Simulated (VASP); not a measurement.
# Ca4H in VASP: single point with PBEsol

Aim: the single point of Ca4H with PBEsol.

All numbers are computed with VASP 6.6.1; they aren't measurements. Logs are shortened: lines on timing, memory, paths and dates and some standing lists are left out, and cuts for length are marked.

## 1. The cell of the first run

The cell holds a slab with vacuum, 5 atoms: a = 4.323 Å, b = 4.323 Å, c = 25.485 Å, α = 90.00°, β = 90.00°, γ = 90.00°.

## 2. Single point, PBEsol

Input file INCAR:

```
SYSTEM = Ca4H
PREC = Accurate
ENCUT = 520
EDIFF = 1E-7
ISMEAR = 0
SIGMA = 0.1
LREAL = .FALSE.
LASPH = .TRUE.
NELM = 60
ALGO = Normal
ISIF = 2
LWAVE = .FALSE.
LCHARG = .TRUE.
LDIPOL = .TRUE.
IDIPOL = 3
DIPOL = 0.5 0.5 0.478
GGA = PS
LELF = .TRUE.
LVHAR = .TRUE.
LVACPOTAV = .TRUE.
NBANDS = 28
```

Input file KPOINTS:

```
Automatic mesh
0
G
  7 7 1
  0 0 0
```

Input file POSCAR:

```
Ca4H
1.0
    4.3230137468      0.0000000000      0.0000000000
    0.0000000000      4.3230137468      0.0000000000
    0.0000000000      0.0000000000     25.4845206202
Ca H
4 1
Direct
    0.5000000000      0.5000000000      0.3335358011
    0.0000000000      0.0000000000      0.4183522630
    0.5000000000      0.5000000000      0.5064195678
    0.0000000000      0.0000000000      0.5833013379
    0.0000000000      0.5000000000      0.5479928019
```

Potentials or basis: VASP PAW PBE potentials, release 64 (Ca_sv, H).

On the command line:

```
> cat potpaw_PBE.64/Ca_sv/POTCAR potpaw_PBE.64/H/POTCAR > POTCAR
> mpirun -np 1 vasp_std > vasp.out
```

OUTCAR:

```text
SYSTEM = Ca4H
   PREC = Accurate
   ENCUT = 520
   EDIFF = 1E-7
   ISMEAR = 0
   LREAL = .FALSE.
   LASPH = .TRUE.
   NELM = 60
   ISIF = 2
   GGA = PS

 ion  position               nearest neighbor table
   1  0.500  0.500  0.334-
   2  0.000  0.000  0.418-
   3  0.500  0.500  0.506-
   4  0.000  0.000  0.583-
   5  0.000  0.500  0.548-

  LATTYP: Found a simple tetragonal cell.
 ALAT       =     4.3230137468
 C/A-ratio  =     5.8950820221

  Lattice vectors:

 A1 = (   4.3230137468,   0.0000000000,   0.0000000000)
 A2 = (   0.0000000000,   4.3230137468,   0.0000000000)
 A3 = (   0.0000000000,   0.0000000000,  25.4845206202)

Analysis of symmetry for initial positions (statically):
=====================================================================
 Subroutine PRICEL returns:
 Original cell was already a primitive cell.

 Routine SETGRP: Setting up the symmetry group for a
 simple tetragonal supercell.

 Subroutine GETGRP returns: Found  4 space group operations
 (whereof  4 operations were pure point group operations)
 out of a pool of 16 trial point group operations.

The static configuration has the point symmetry C_2v.

Analysis of symmetry for dynamics (positions and initial velocities):
=====================================================================
 Subroutine PRICEL returns:
 Original cell was already a primitive cell.

 Routine SETGRP: Setting up the symmetry group for a
 simple tetragonal supercell.

 Subroutine GETGRP returns: Found  4 space group operations
 (whereof  4 operations were pure point group operations)
 out of a pool of 16 trial point group operations.

The dynamic configuration has the point symmetry C_2v.

 Subroutine INISYM returns: Found  4 space group operations
 (whereof  4 operations are pure point group operations),
 and found     1 'primitive' translations

----------------------------------------------------------------------------------------

                                     Primitive cell

  volume of cell :     476.2661

  direct lattice vectors                    reciprocal lattice vectors
     4.323013747  0.000000000  0.000000000     0.231320106  0.000000000  0.000000000
[... 83 lines left out ...]
   EDIFF  = 0.1E-06   stopping-criterion for ELM
   LREAL  =      F    real-space projection
   EDIFFG = 0.1E-05   stopping-criterion for IOM
   NSW    =      0    number of steps for IOM
   IBRION =     -1    ionic relax: 0-MD 1-quasi-New 2-CG
   NFREE  =      0    steps in history (QN), initial steepest desc. (CG)
   ISIF   =      2    stress and relaxation
   ISYM   =      2    0-nonsym 1-usesym 2-fastsym
   POTIM  = 0.5000    time-step for ionic-motion
   TEBEG  =    0.0;   TEEND  =   0.0 temperature during run
   PSTRESS=    0.0 pullay stress
   NELECT =      41.0000    total number of electrons
   NUPDOWN=      -1.0000    fix difference up-down
   EMIN   =  10.00;   EMAX   =-10.00  energy-range for DOS
   EFERMI =   0.00;   METHOD = LEGACY
   ISMEAR =     0;   SIGMA  =   0.10  broadening in eV -4-tet -1-fermi 0-gaus
   EFERMI_NEDOS =   21; number of points for ismear=-14 and -15
   IALGO  =     38    algorithm
   IMIX   =      4    mixing-type and parameters
     AMIX     =   0.40;   BMIX     =  1.00
     AMIX_MAG =   1.60;   BMIX_MAG =  1.00
  volume/ion in A,a.u.               =      95.25       642.80
  Fermi-wavevector in a.u.,A,eV,Ry     =   0.722858  1.366003  7.109363  0.522523
  Thomas-Fermi vector in A             =   1.812927
   LORBIT       =      0    0 simple, 1 ext, 2 COOP (PROOUT), +10 PAW based schemes
   GGA     = PS    functional components
   LHFCALC =     F    Hartree Fock is set to
   AEXX    =    0.0000 exact exchange contribution
   IVDW    =     0    specifies the selected vdW correction
   LEPSILON=     F    determine dielectric tensor
   LRPA    =     F    only Hartree local field effects (RPA)
 non-spin polarized calculation
 Gauss-broadening in eV      SIGMA  =   0.10
  energy-cutoff  :      520.00
  volume of cell :      476.27
 maximum number of plane-waves:     12898
   NGX = 17   NGY = 17   NGZ = 95

 dipolmoment           0.000000      0.000000     -0.000884 electrons x Angstroem

 number of electron      41.0000002 magnetization

 dipolmoment           0.000000      0.000000      0.007998 electrons x Angstroem

 Free energy of the ion-electron system (eV)
  ---------------------------------------------------
  ext. energy  EPLUGINS =         0.00000000
  ---------------------------------------------------
  free energy    TOTEN  =       -11.29507791 eV

  energy without entropy =      -11.26713432  energy(sigma->0) =      -11.28110612

 E-fermi :  -1.0311     XC(G=0):  -3.4699

 val. band max:       -1.0461582519   @ k =  -0.1429   0.2857   0.0000
 cond. band min:      -1.0173967613   @ k =   0.4286   0.0000   0.0000
 fundamental gap:      0.0287614906
 Fermi energy:        -1.0311352870

 k-point     1 :       0.0000    0.0000    0.0000
  band No.  band energies     occupation
      1     -43.6090      2.00000
      2     -43.1662      2.00000
      3     -42.8724      2.00000
      4     -42.5294      2.00000
      5     -24.6890      2.00000
      6     -24.6347      2.00000
[... 485 lines left out ...]
     27       0.4671      0.00000
     28       0.6003      0.00000

------------------------ aborting loop because EDIFF is reached ----------------------------------------

  FORCE on cell =-STRESS in cart. coord.  units (eV):
  Direction    XX          YY          ZZ          XY          YZ          ZX
  --------------------------------------------------------------------------------------
  -------------------------------------------------------------------------------------
  Total       -2.8377513     -1.7393678      0.2589782      0.0000000      0.0000000      0.0000000
  in kB       -9.5463028     -5.8512991      0.8712124      0.0000000      0.0000000      0.0000000
  external PRESSURE =      -4.8421298 kB  Pullay stress =       0.0000000 kB

 VOLUME and BASIS-vectors are now :
 -----------------------------------------------------------------------------
  energy-cutoff  :      520.00
  volume of cell :      476.27
      direct lattice vectors                 reciprocal lattice vectors
     4.323013747  0.000000000  0.000000000     0.231320106  0.000000000  0.000000000
     0.000000000  4.323013747  0.000000000     0.000000000  0.231320106  0.000000000
     0.000000000  0.000000000 25.484520620     0.000000000  0.000000000  0.039239506

 POSITION                                       TOTAL-FORCE (eV/Angst)
 -----------------------------------------------------------------------------------
      2.16151      2.16151      8.50000         0.000000      0.000000     -0.098403
      0.00000      0.00000     10.66151         0.000000      0.000000      0.069149
      2.16151      2.16151     12.90586         0.000000      0.000000      0.014762
      0.00000      0.00000     14.86515         0.000000      0.000000      0.012102
      0.00000      2.16151     13.96533         0.000000      0.000000      0.002389
 -----------------------------------------------------------------------------------
    total drift:                                0.000000     -0.000000     -0.000005

  FREE ENERGIE OF THE ION-ELECTRON SYSTEM (eV)
  ---------------------------------------------------
  free  energy   TOTEN  =       -11.2950779067 eV

  energy  without entropy=      -11.2671343236  energy(sigma->0) =      -11.28110612

 vacuum level on the upper side and lower side of the slab         1.828         1.751
```

OSZICAR:

```text
N       E                     dE             d eps       ncg     rms          rms(c)
DAV:   1     0.292983897219E+03    0.29298E+03   -0.19639E+04  1192   0.112E+03
DAV:   2     0.937259699063E+01   -0.28361E+03   -0.28130E+03  1008   0.330E+02
DAV:   3    -0.102088287567E+02   -0.19581E+02   -0.19434E+02  1456   0.561E+01
DAV:   4    -0.128978970894E+02   -0.26891E+01   -0.26630E+01  1616   0.203E+01
[... 18 lines left out ...]
DAV:  23    -0.112950758903E+02   -0.87293E-06   -0.67192E-08   824   0.514E-04    0.194E-04
DAV:  24    -0.112950772113E+02   -0.13210E-05   -0.44892E-08   760   0.376E-04    0.889E-05
DAV:  25    -0.112950776702E+02   -0.45885E-06   -0.12245E-08   752   0.214E-04    0.547E-05
DAV:  26    -0.112950778861E+02   -0.21590E-06   -0.90062E-09   720   0.183E-04    0.286E-05
DAV:  27    -0.112950779067E+02   -0.20600E-07   -0.17933E-09   736   0.118E-04
   1 F= -.11295078E+02 E0= -.11281106E+02  d E =-.279436E-01
```

Wall time 5.8 min (1 thread of Oxide Virtual Turin-like, shared host); peak memory 0.5 GiB.

Results:

```yaml
Free_energy: -11.2951 eV
Largest_force: 0.098 eV/Å
```

Forces on the atoms (eV/Å):
```
Ca   0.000  0.000 -0.098
Ca   0.000  0.000  0.069
Ca   0.000  0.000  0.015
Ca   0.000  0.000  0.012
H    0.000  0.000  0.002
```

Caveat: the PAW data sets were made with another functional, which shifts forces and pressure a little.
